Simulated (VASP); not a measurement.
Set up this calculation in VASP 6.6.1, as the native input.

* Task: single point
* Functional: PBE
* Potentials or basis: VASP PAW PBE potentials, release 64 (Rh_pv)
* Cutoff: 520 eV
* k mesh: 5 × 5 × 5
* Occupations: fermi-dirac, width 0.1 eV
* Spin: no spin polarisation
* Dipole correction: no
* Further INCAR settings: ALGO = Normal; EDIFF = 1e-06; NBANDS = 14

The structure of Rh lies in POSCAR:

```
Rh
1.0
    0.0000000000      1.8978500000      1.8978500000
    1.8978500000      0.0000000000      1.8978500000
    1.8978500000      1.8978500000      0.0000000000
Rh
1
Direct
    0.0000000000      0.0000000000      0.0000000000
```

These files were run (other wordings do the same):

INCAR

```
ALGO = Normal
EDIFF = 1E-6
ENCUT = 520
GGA = PE
ISIF = 2
ISMEAR = -1
LASPH = True
LCHARG = False
LREAL = False
LWAVE = False
NBANDS = 14
NELM = 60
PREC = Accurate
SIGMA = 0.1
```

KPOINTS

```
k-points
0
Gamma
  5 5 5
```

Potentials or basis: VASP PAW PBE potentials, release 64 (Rh_pv).

Run with:

```sh
$ cat potpaw_PBE.64/Rh_pv/POTCAR > POTCAR
$ mpirun -np 1 vasp_std > vasp.out
```

It gave:

```
Pressure : 10.9 GPa
```

Caveat: the k points lie up to 0.57 Å⁻¹ apart.

Run time: 3.4 s on 1 thread of AMD EPYC 7R13, on a shared host, peak memory 0.09 GiB.
